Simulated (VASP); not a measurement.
# Pd (Immm) in VASP: a series of runs

The runs below take Pd through single point, with LDA.

Program: VASP 6.6.1. These are calculated values, not measurements. Logs are shortened: lines on timing, memory, paths and dates and some standing lists are left out, and cuts for length are marked.

## (1) The cell of the first run

The structure is orthorhombic, space group Immm (No. 71). Conventional cell: a = 2.979 Å, b = 3.145 Å, c = 3.310 Å, α = 90.00°, β = 90.00°, γ = 90.00°. Within 3.6 Å of Pd (site symmetry mmm) lie 14 Pd at 2.73 to 3.31 Å.

## (2) Single point, LDA (strain +0.0525 x Voigt [1, -1, 0, 0, 0, 0])

Input file INCAR:

```
SYSTEM = Pd
PREC     = Accurate       ! precision mode
ENCUT    = 520            ! plane-wave cutoff, eV
EDIFF    = 1E-6           ! SCF threshold, eV
ISMEAR   = 0              ! smearing method
SIGMA    = 0.15           ! smearing width, eV
LREAL    = .False.        ! projectors in reciprocal space
LASPH    = .True.         ! aspherical terms in the spheres
NELM     = 100            ! most SCF steps
ALGO     = Fast           ! electronic algorithm
ISIF     = 2              ! what is computed and relaxed
LWAVE    = .False.        ! write WAVECAR
LCHARG   = .False.        ! write CHGCAR
GGA      = CA             ! functional
NBANDS   = 11             ! bands
```

Input file KPOINTS:

```
Automatic mesh
0
Gamma
  22 22 22
  0 0 0
```

Input file POSCAR:

```
Pd
1.0
   -1.6548257525      1.4897362475      1.5722810000
    1.6548257525     -1.4897362475      1.5722810000
    1.6548257525      1.4897362475     -1.5722810000
Pd
1
Direct
    0.0000000000      0.0000000000      0.0000000000
```

Potentials or basis: VASP PAW LDA potentials, release 64 (Pd).

The run is started by

```sh
$ cat potpaw_LDA.64/Pd/POTCAR > POTCAR
$ mpirun -np 1 vasp_std > vasp.out
```

OUTCAR:

```text
SYSTEM = Pd
   PREC = Accurate
   ENCUT = 520
   EDIFF = 1E-6
   ISMEAR = 0
   LREAL = .False.
   LASPH = .True.
   NELM = 100
   ISIF = 2
   GGA = CA

 ion  position               nearest neighbor table
   1  0.000  0.000  0.000-

  LATTYP: Found a body centered orthorhombic cell.
 ALAT       =     2.9794724950
 B/A-ratio  =     1.0554089710
 C/A-ratio  =     1.1108179420

  Lattice vectors:

 A1 = (  -1.6548257525,  -1.4897362475,  -1.5722810000)
 A2 = (  -1.6548257525,   1.4897362475,   1.5722810000)
 A3 = (   1.6548257525,   1.4897362475,  -1.5722810000)

Analysis of symmetry for initial positions (statically):
=====================================================================
 Subroutine PRICEL returns:
 Original cell was already a primitive cell.

 Routine SETGRP: Setting up the symmetry group for a
 body centered orthorhombic supercell.

 Subroutine GETGRP returns: Found  8 space group operations
 (whereof  8 operations were pure point group operations)
 out of a pool of  8 trial point group operations.

The static configuration has the point symmetry D_2h.

Analysis of symmetry for dynamics (positions and initial velocities):
=====================================================================
 Subroutine PRICEL returns:
 Original cell was already a primitive cell.

 Routine SETGRP: Setting up the symmetry group for a
 body centered orthorhombic supercell.

 Subroutine GETGRP returns: Found  8 space group operations
 (whereof  8 operations were pure point group operations)
 out of a pool of  8 trial point group operations.

The dynamic configuration has the point symmetry D_2h.

 Subroutine INISYM returns: Found  8 space group operations
 (whereof  8 operations are pure point group operations),
 and found     1 'primitive' translations

----------------------------------------------------------------------------------------

                                     Primitive cell

  volume of cell :      15.5043

  direct lattice vectors                    reciprocal lattice vectors
    -1.654825753  1.489736247  1.572281000     0.000000000  0.335629881  0.318009313
     1.654825753 -1.489736247  1.572281000     0.302146615  0.000000000  0.318009313
     1.654825753  1.489736247 -1.572281000     0.302146615  0.335629881  0.000000000

  length of vectors
     2.725771432  2.725771432  2.725771432     0.462360617  0.438659891  0.451597159

  position of ions in fractional coordinates (direct lattice)
     0.000000000  0.000000000  0.000000000

  ion indices of the primitive-cell ions
   primitive index   ion index
                 1           1

----------------------------------------------------------------------------------------

 KPOINTS: Automatic mesh

Automatic generation of k-mesh.
 Grid dimensions read from file:
 generate k-points for:   22   22   22

 Generating k-lattice:

  Cartesian coordinates                     Fractional coordinates (reciprocal lattice)
     0.000000000  0.015255904  0.014454969     0.045454545  0.000000000  0.000000000
     0.013733937  0.000000000  0.014454969     0.000000000  0.045454545  0.000000000
     0.013733937  0.015255904  0.000000000     0.000000000  0.000000000  0.045454545

  Length of vectors
     0.021016392  0.019939086  0.020527144

  Shift w.r.t. Gamma in fractional coordinates (k-lattice)
     0.000000000  0.000000000  0.000000000

 Subroutine IBZKPT returns following result:
 ===========================================

 Found   1530 irreducible k-points:

 Following reciprocal coordinates:
            Coordinates               Weight
  0.000000  0.000000  0.000000      1.000000
  0.045455 -0.000000  0.000000      4.000000
  0.090909 -0.000000  0.000000      4.000000
  0.136364  0.000000  0.000000      4.000000
  0.181818 -0.000000  0.000000      4.000000
  0.227273 -0.000000  0.000000      4.000000
[... 16 lines left out ...]
  0.454545  0.045455  0.000000      8.000000
  0.500000  0.045455  0.000000      8.000000
 [... further k-points ...]
   k-points           NKPTS =   1530   k-points in BZ     NKDIM =   1530   number of bands    NBANDS=     11
   number of dos      NEDOS =    301   number of ions     NIONS =      1
   total plane-waves  NPLWV =   8000
   dimension x,y,z NGX =    20 NGY =   20 NGZ =   20
   dimension x,y,z NGXF=    40 NGYF=   40 NGZF=   40
   ions per type =               1
   NGX,Y,Z   is equivalent  to a cutoff of  12.20, 12.20, 12.20 a.u.
   NGXF,Y,Z  is equivalent  to a cutoff of  24.40, 24.40, 24.40 a.u.
 SYSTEM =  Pd
   PREC   = accura    normal or accurate (medium, high low for compatibility)
   ISTART =      0    job   : 0-new  1-cont  2-samecut
   ICHARG =      2    charge: 1-file 2-atom 10-const
   ISPIN  =      1    spin polarized calculation?
   LNONCOLLINEAR =      F non collinear calculations
   LSORBIT =      F    spin-orbit coupling
   LASPH  =      T    aspherical Exc in radial PAW
   ENCUT  =  520.0 eV  38.22 Ry    6.18 a.u.   5.07  5.07  5.07*2*pi/ulx,y,z
   NELM   =    100;   NELMIN=  2; NELMDL= -5     # of ELM steps
   EDIFF  = 0.1E-05   stopping-criterion for ELM
   LREAL  =      F    real-space projection
   EDIFFG = 0.1E-04   stopping-criterion for IOM
   NSW    =      0    number of steps for IOM
   IBRION =     -1    ionic relax: 0-MD 1-quasi-New 2-CG
   NFREE  =      0    steps in history (QN), initial steepest desc. (CG)
   ISIF   =      2    stress and relaxation
   ISYM   =      2    0-nonsym 1-usesym 2-fastsym
   POTIM  = 0.5000    time-step for ionic-motion
   TEBEG  =    0.0;   TEEND  =   0.0 temperature during run
   PSTRESS=    0.0 pullay stress
   NELECT =      10.0000    total number of electrons
   NUPDOWN=      -1.0000    fix difference up-down
   EMIN   =  10.00;   EMAX   =-10.00  energy-range for DOS
   EFERMI =   0.00;   METHOD = LEGACY
   ISMEAR =     0;   SIGMA  =   0.15  broadening in eV -4-tet -1-fermi 0-gaus
   EFERMI_NEDOS =   21; number of points for ismear=-14 and -15
   IALGO  =     68    algorithm
   IMIX   =      4    mixing-type and parameters
     AMIX     =   0.40;   BMIX     =  1.00
     AMIX_MAG =   1.60;   BMIX_MAG =  1.00
  volume/ion in A,a.u.               =      15.50       104.63
  Fermi-wavevector in a.u.,A,eV,Ry     =   1.414461  2.672943 27.221164  2.000699
  Thomas-Fermi vector in A             =   2.536001
   LORBIT       =      0    0 simple, 1 ext, 2 COOP (PROOUT), +10 PAW based schemes
   GGA     = CA    functional components
   LHFCALC =     F    Hartree Fock is set to
   AEXX    =    0.0000 exact exchange contribution
   IVDW    =     0    specifies the selected vdW correction
   LEPSILON=     F    determine dielectric tensor
   LRPA    =     F    only Hartree local field effects (RPA)
 non-spin polarized calculation
 RMM-DIIS sequential band-by-band and
 Gauss-broadening in eV      SIGMA  =   0.15
  energy-cutoff  :      520.00
  volume of cell :       15.50
 maximum number of plane-waves:       434
   NGX = 11   NGY = 11   NGZ = 11

 number of electron      10.0000000 magnetization

 number of electron       9.9999999 magnetization

 Free energy of the ion-electron system (eV)
  ---------------------------------------------------
  ext. energy  EPLUGINS =         0.00000000
  ---------------------------------------------------
  free energy    TOTEN  =        -6.38929093 eV

  energy without entropy =       -6.37236655  energy(sigma->0) =       -6.38082874

 E-fermi :   8.7530     XC(G=0): -13.2109

 val. band max:        8.7514000983   @ k =   0.5000  -0.3636   0.0909
 cond. band min:       8.7549228219   @ k =  -0.3636   0.1818   0.0455
 fundamental gap:      0.0035227236
 Fermi energy:         8.7529597096

 k-point     1 :       0.0000    0.0000    0.0000
  band No.  band energies     occupation
      1       1.9106      2.00000
      2       5.6635      2.00000
      3       6.0595      2.00000
      4       6.3608      2.00000
      5       7.4601      2.00000
      6       8.1599      2.00000
      7      27.0878      0.00000
      8      27.8943      0.00000
      9      29.0809      0.00000
     10      35.2261      0.00000
     11      35.9039      0.00000

 k-point     2 :       0.0455   -0.0000    0.0000
  band No.  band energies     occupation
      1       1.9915      2.00000
      2       5.6755      2.00000
      3       6.0712      2.00000
      4       6.3542      2.00000
      5       7.4706      2.00000
      6       8.1325      2.00000
      7      27.1830      0.00000
      8      27.8895      0.00000
      9      28.9982      0.00000
     10      34.9195      0.00000
     11      35.2497      0.00000

 k-point     3 :       0.0909   -0.0000    0.0000
  band No.  band energies     occupation
      1       2.2291      2.00000
      2       5.6639      2.00000
      3       6.1554      2.00000
      4       6.3312      2.00000
      5       7.5036      2.00000
      6       8.0628      2.00000
      7      27.4605      0.00000
      8      27.8305      0.00000
      9      28.7138      0.00000
     10      34.0935      0.00000
     11      34.1547      0.00000

 k-point     4 :       0.1364    0.0000    0.0000
  band No.  band energies     occupation
      1       2.6051      2.00000
      2       5.5720      2.00000
      3       6.2897      2.00000
      4       6.3730      2.00000
      5       7.5634      2.00000
      6       7.9813      2.00000
      7      27.5747      0.00000
      8      27.8962      0.00000
      9      28.1453      0.00000
     10      32.9234      0.00000
     11      33.4927      0.00000
[... 239 lines left out ...]
 k-point    22 :       0.4091    0.0455    0.0000
  band No.  band energies     occupation
      1       3.8680      2.00000
      2       4.5976      2.00000
      3       8.0318      2.00000
      4       8.1986      2.00000
      5       8.8734      0.25596
      6      10.1332      0.00000
      7      17.9286      0.00000
      8      23.2678      0.00000
      9      24.9002      0.00000
     10      31.5579      0.00000
     11      32.6676      0.00000

 k-point    23 :       0.4545    0.0455    0.0000
  band No.  band energies     occupation
      1       3.8142      2.00000
      2       4.5487      2.00000
      3       8.0148      2.00000
      4       8.3209      1.99995
      5       9.1122      0.00071
      6      10.7789      0.00000
      7      16.9666      0.00000
      8      23.0448      0.00000
      9      24.5505      0.00000
     10      31.7223      0.00000
     11      32.7560      0.00000

 k-point    24 :       0.5000    0.0455    0.0000
  band No.  band energies     occupation
      1       3.8131      2.00000
      2       4.5471      2.00000
      3       7.9739      2.00000
      4       8.3716      1.99968
      5       9.1146      0.00065
      6      10.7966      0.00000
      7      16.9359      0.00000
      8      23.0472      0.00000
      9      24.5571      0.00000
     10      31.7209      0.00000
     11      32.7447      0.00000

 [... further k-points ...]
[... 5 lines left out ...]
  --------------------------------------------------------------------------------------
  -------------------------------------------------------------------------------------
  Total       -1.2839585     -1.5185043     -1.4538128      0.0000000      0.0000000      0.0000000
  in kB     -132.6813122   -156.9187317   -150.2336626      0.0000000      0.0000000      0.0000000
  external PRESSURE =    -146.6112355 kB  Pullay stress =       0.0000000 kB

 VOLUME and BASIS-vectors are now :
 -----------------------------------------------------------------------------
  energy-cutoff  :      520.00
  volume of cell :       15.50
      direct lattice vectors                 reciprocal lattice vectors
    -1.654825753  1.489736247  1.572281000     0.000000000  0.335629881  0.318009313
     1.654825753 -1.489736247  1.572281000     0.302146615  0.000000000  0.318009313
     1.654825753  1.489736247 -1.572281000     0.302146615  0.335629881  0.000000000

 POSITION                                       TOTAL-FORCE (eV/Angst)
 -----------------------------------------------------------------------------------
      0.00000      0.00000      0.00000         0.000000      0.000000      0.000000
 -----------------------------------------------------------------------------------
    total drift:                                0.000000     -0.000000     -0.000000

  FREE ENERGIE OF THE ION-ELECTRON SYSTEM (eV)
  ---------------------------------------------------
  free  energy   TOTEN  =        -6.3892909304 eV

  energy  without entropy=       -6.3723665496  energy(sigma->0) =       -6.38082874
```

Run time: 97 s. Hardware: 1 thread of Intel Xeon 6975P-C (Granite Rapids), shared host; peak memory 0.35 GiB.

Results:

```
Free energy            : -6.3893 eV
Pressure               : -14.7 GPa
Band gap on the k mesh : zero (band 5 reaches 9.34 eV, above the bottom of band 6 at 7.87 eV)
```

Caveat: the cell differs from its parent crystal (strain +0.0525 x Voigt [1, -1, 0, 0, 0, 0]).

(Continued in part 2 of 2.)
